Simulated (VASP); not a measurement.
Here is a VASP 6.6.1 calculation.

POSCAR

```
MgF2
1.0
    4.4371353548      0.0000000000      0.0000000000
    0.0000000000      4.4371353548      0.0000000000
    0.0000000000      0.0000000000      2.9242672892
Mg F
2 4
Direct
    0.0000000000      0.0000000000      0.0000000000
    0.5000000000      0.5000000000      0.5000000000
    0.3010326328      0.3010326328      0.0000000000
    0.1989673672      0.8010326328      0.5000000000
    0.8010326328      0.1989673672      0.5000000000
    0.6989673672      0.6989673672      0.0000000000
```

File INCAR.step1:

```
SYSTEM = MgF2
PREC = Accurate ; ENCUT = 520
EDIFF = 1E-5 ; ISMEAR = 0
SIGMA = 0.01 ; LREAL = .False.
LASPH = .True. ; NELM = 120
ALGO = Normal ; ISIF = 2
LWAVE = .True. ; LCHARG = .False.
GGA = PE ; NBANDS = 25
GGA_COMPAT = .False. ; KPAR = 4
```

File INCAR.step2:

```
SYSTEM = MgF2
PREC = Accurate ; ENCUT = 520
EDIFF = 1E-6 ; ISMEAR = 0
SIGMA = 0.01 ; LREAL = .False.
LASPH = .True. ; NELM = 120
ALGO = Normal ; ISIF = 2
LWAVE = .False. ; LCHARG = .False.
GGA = PE ; LHFCALC = .True.
HFSCREEN = 0.2079 ; PRECFOCK = Normal
ISTART = 1 ; NBANDS = 25
GGA_COMPAT = .False. ; KPAR = 4
```

File KPOINTS:

```
regular mesh
0
Gamma
  4 4 6
  0 0 0
```

Potentials or basis: VASP PAW PBE potentials, release 64 (Mg, F).

Run with:

```bash
$ cat potpaw_PBE.64/Mg/POTCAR potpaw_PBE.64/F/POTCAR > POTCAR
$ cp INCAR.step1 INCAR
$ mpirun -np 4 vasp_std > vasp.out
$ cp INCAR.step2 INCAR
$ mpirun -np 4 vasp_std > vasp.out
```

Problem. Estimate the band gap on the k mesh.

Solution. 10.35 eV.

Problem. Predict the pressure.

Solution. 17.9 GPa.

Problem. Estimate the largest force.

Solution. 0.016 eV/Å.

Forces in eV/Å, atoms in the order of the input:
```
Mg   0.000  0.000  0.000
Mg   0.000  0.000  0.000
F    0.012  0.012  0.000
F   -0.012  0.012  0.000
F    0.012 -0.012  0.000
F   -0.012 -0.012  0.000
```

Caveat: the cell differs from its parent crystal (strain -4.0%); the cell stands under pressure; the structure was generated, so it needn't be the stable form of MgF2; the PAW data sets were made with another functional, which shifts forces and pressure a little.
